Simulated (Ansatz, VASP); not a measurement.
Te2Mo in VASP and in Ansatz

```
Te Mo
1.0
     3.56023    0.00000    0.00000
    -1.78012    3.08325    0.00000
     0.00000    0.00000   18.04978
Te Mo
2 1
Cartesian
  0.0000 2.0555 16.2061
  0.0000 2.0555 1.8437
  0.0000 0.0000 0.0000
```

Change from the starting cell: strain +0.0300 x Voigt [0, 0, 1, 0, 0, 0], atoms carried along.

Alike in both runs: task single point; functional LDA; k mesh 9 × 9 × 2; occupations gaussian, width 0.05 eV; no spin polarisation.

|  | VASP | Ansatz |
| --- | --- | --- |
| version | VASP 6.6.1 | Ansatz 0.2.0 |
| potentials or method | VASP PAW LDA potentials, release 64 (Te, Mo_sv), cutoff 520 eV | scalar-relativistic, plane waves, PAW |
| valence electrons in the cell | 26 | 46 |

Ansatz gave:

```
gap on the k mesh at the Fermi level (eV) : 1.10
least direct gap on the mesh (eV)         : 1.10
rms of the force components (eV/Å)        : 0.511
```

What did VASP give for the same quantities?

gap on the k mesh at the Fermi level (eV): 1.10; least direct gap on the mesh (eV): 1.10; rms of the force components (eV/Å): 0.490.

LDA's correlation is that of Perdew and Zunger in VASP and of Perdew and Wang (1992) in Ansatz. Atom by atom the forces differ by 0.021 eV/Å (rms over components). VASP's potentials hold 26 valence electrons a cell and Ansatz's 46, so a difference there can come from the potentials and not from the codes.

Spin-orbit coupling is off throughout.
